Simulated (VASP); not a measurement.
Here is a VASP 6.6.1 calculation.

File INCAR:

```
SYSTEM = AlH4
PREC = Accurate
ENCUT = 600
EDIFF = 1E-6
ISMEAR = 0
SIGMA = 0.1
LREAL = .FALSE.
LASPH = .TRUE.
NELM = 80
ALGO = Normal
ISIF = 3
LWAVE = .FALSE.
LCHARG = .FALSE.
GGA = PE
IBRION = 2
NSW = 90
EDIFFG = -0.04
```

KPOINTS

```
regular mesh
0
G
  6 6 6
  0 0 0
```

Contents of POSCAR:

```
AlH4
1.0
   -2.2505692000      2.2505692000      2.2505692000
    2.2505692000     -2.2505692000      2.2505692000
    2.2505692000      2.2505692000     -2.2505692000
Al H
1 4
Direct
    0.0000000000      0.0000000000      0.0000000000
    0.0000000000      0.0000000000      0.5000000000
    0.0000000000      0.5000000000      0.0000000000
    0.5000000000      0.0000000000      0.0000000000
    0.5000000000      0.5000000000      0.5000000000
```

Potentials or basis: VASP PAW PBE potentials, release 64 (Al, H).

The run is started by

```sh
$ cat potpaw_PBE.64/Al/POTCAR potpaw_PBE.64/H/POTCAR > POTCAR
$ mpirun -np 1 vasp_std > vasp.out
```

Q: Estimate the relaxed volume.

A: 7.11 Å³/atom.

Q: Predict the relaxed cell.

A: a = 3.588 Å, b = 3.588 Å, c = 3.588 Å, α = 109.47°, β = 109.47°, γ = 109.47°.

Q: Estimate the space group after relaxing (to 0.05 Å).

A: Im-3m (No. 229).

The path:
| step | energy change (eV) | largest force (eV/Å) | pressure (GPa) | volume (Å³) |
| --- | --- | --- | --- | --- |
| 1 | 0.0000 | 0.0000 | -11.71 | 45.60 |
| 2 | -0.2763 | 0.0000 | -8.71 | 41.34 |
| 3 | -0.4379 | 0.0000 | -2.38 | 36.91 |
| 4 | -0.4467 | 0.0000 | 0.37 | 35.55 |

Caveat: the volume moved by over 15 % at a fixed basis, so the end points are rough.
